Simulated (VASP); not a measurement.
Runs of VASP 6.6.1 on RbBr. The structure is that of space group P4/mmm (No. 123), or close to it. The cells are those of the table. 

```csv
cell,gap on the mesh (eV),pressure (GPa)
"a = 4.242, b = 4.242, c = 3.903 Å, 2 atoms",(b),0.8
"a = 3.883, b = 3.883, c = 4.659 Å, 2 atoms",(c),0.8
"a = 3.781, b = 3.781, c = 4.915 Å, 2 atoms",2.71,0.8
"a = 3.997, b = 3.997, c = 4.397 Å, 2 atoms",3.81,0.8
"a = 3.676, b = 3.676, c = 5.198 Å, 2 atoms",1.94,0.9
"a = 4.763, b = 4.763, c = 3.096 Å, 2 atoms",0.67,3.4
"a = 4.482, b = 4.482, c = 3.496 Å, 2 atoms",2.59,1.2
"a = 4.632, b = 4.632, c = 3.275 Å, 2 atoms",1.65,(a)
"a = 4.356, b = 4.356, c = 3.702 Å, 2 atoms",3.26,0.9
"a = 3.604, b = 3.604, c = 5.407 Å, 2 atoms",1.34,1.0
```

Alike in all rows: task single point; level PBE; potentials or basis VASP PAW PBE potentials, release 64 (Rb_sv, Br); no spin polarisation; k mesh 6 × 6 × 6; cutoff (eV) 520; smearing gaussian 0.05 eV.

**Question.** Fill in the values left out.

**Answer.** (a) 2.0; (b) 3.74; (c) 3.32.

A k mesh can miss the band edges, and the runs leave out spin-orbit coupling on Br, Rb.
